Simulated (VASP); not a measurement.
Set up this calculation in VASP 6.6.1, as the native input.

```
Task                   : single point
Functional             : PBEsol
Potentials or basis    : VASP PAW PBE potentials, release 64 (Na_pv)
Cutoff                 : 520 eV
k mesh                 : 4 × 4 × 4
Occupations            : fermi-dirac, width 0.1 eV
Spin                   : no spin polarisation
Dipole correction      : no
Further INCAR settings : ALGO = Normal; EDIFF = 1e-06; NBANDS = 38
```

The structure of Na lies in POSCAR:

```
Na
1.0
    6.6366634954      0.0000000000      0.0000000000
    0.0000000000      6.6366634954      0.0000000000
    0.0000000000      0.0000000000      6.6366634954
Na
8
Direct
    0.0000000000      1.0000000000      0.0000000000
    0.5000000000      0.5000000000      0.5000000000
    0.2500000000      0.0000000000      0.5000000000
    0.7500000000      0.0000000000      0.5000000000
    0.5000000000      0.2500000000      0.0000000000
    0.5000000000      0.7500000000      0.0000000000
    1.0000000000      0.5000000000      0.2500000000
    1.0000000000      0.5000000000      0.7500000000
```

These files were run (other wordings do the same):

INCAR

```
PREC = Accurate
ENCUT = 520
EDIFF = 1E-6
ISMEAR = -1
SIGMA = 0.1
LREAL = False
LASPH = True
NELM = 80
ALGO = Normal
ISIF = 2
LWAVE = False
LCHARG = False
GGA = PS
NBANDS = 38
```

KPOINTS

```
Automatic mesh
0
Gamma
  4 4 4
```

Potentials or basis: VASP PAW PBE potentials, release 64 (Na_pv).

Run with:

```bash
$ cat potpaw_PBE.64/Na_pv/POTCAR > POTCAR
$ mpirun -np 1 vasp_std > vasp.out
```

It gave:

| Quantity | Value |
| --- | --- |
| Pressure | 0.0 GPa |
| Band gap on the k mesh | zero (band 28 reaches 1.12 eV, above the bottom of band 29 at -0.38 eV) |

Caveat: the PAW data sets were made with another functional, which shifts forces and pressure a little.

It took 33 s on 1 thread of Intel(R) Xeon(R) 6975P-C (Granite Rapids) (shared host), peak memory 0.34 GiB.
